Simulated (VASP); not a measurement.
Input of a VASP 6.6.1 run:

File INCAR:

```
SYSTEM = Al2Ru
PREC     = Accurate       ! precision mode
ENCUT    = 600            ! plane-wave cutoff, eV
EDIFF    = 1E-6           ! SCF threshold, eV
ISMEAR   = 0              ! smearing method
SIGMA    = 0.01           ! smearing width, eV
LREAL    = .FALSE.        ! projectors in reciprocal space
LASPH    = .TRUE.         ! aspherical terms in the spheres
NELM     = 60             ! most SCF steps
ALGO     = Normal         ! electronic algorithm
ISIF     = 3              ! what is computed and relaxed
LWAVE    = .FALSE.        ! write WAVECAR
LCHARG   = .FALSE.        ! write CHGCAR
GGA      = PS             ! functional
IBRION   = 2              ! ionic algorithm
NSW      = 80             ! ionic steps
EDIFFG   = -0.01          ! ionic threshold
```

File KPOINTS:

```
regular mesh
0
G
  6 6 6
  0 0 0
```

POSCAR

```
Al2Ru
1.0
    0.0000000000      3.9898374997      4.3915250777
    2.3524746913      0.0000000000      4.3915250777
    2.3524746913      3.9898374997      0.0000000000
Al Ru
4 2
Direct
    0.0790610300      0.4209389700      0.0790610300
    0.4209389700      0.0790610300      0.4209389700
    0.1709389700      0.8290610300      0.1709389700
    0.8290610300      0.1709389700      0.8290610300
    0.7500000000      0.7500000000      0.7500000000
    0.5000000000      0.5000000000      0.5000000000
```

Potentials or basis: VASP PAW PBE potentials, release 64 (Al, Ru_pv).

Run with:

```bash
$ cat potpaw_PBE.64/Al/POTCAR potpaw_PBE.64/Ru_pv/POTCAR > POTCAR
$ mpirun -np 1 vasp_std > vasp.out
```

(1) Estimate the relaxed volume.

(2) Predict the space group after relaxing (to 0.1 Å).

(3) Estimate the relaxed cell.

## Answers

(1) 13.70 Å³/atom.

(2) Fddd (No. 70).

(3) a = 5.928 Å, b = 4.977 Å, c = 4.629 Å, α = 76.12°, β = 54.59°, γ = 49.29°.

Caveat: the PAW data sets were made with another functional, which shifts forces and pressure a little.
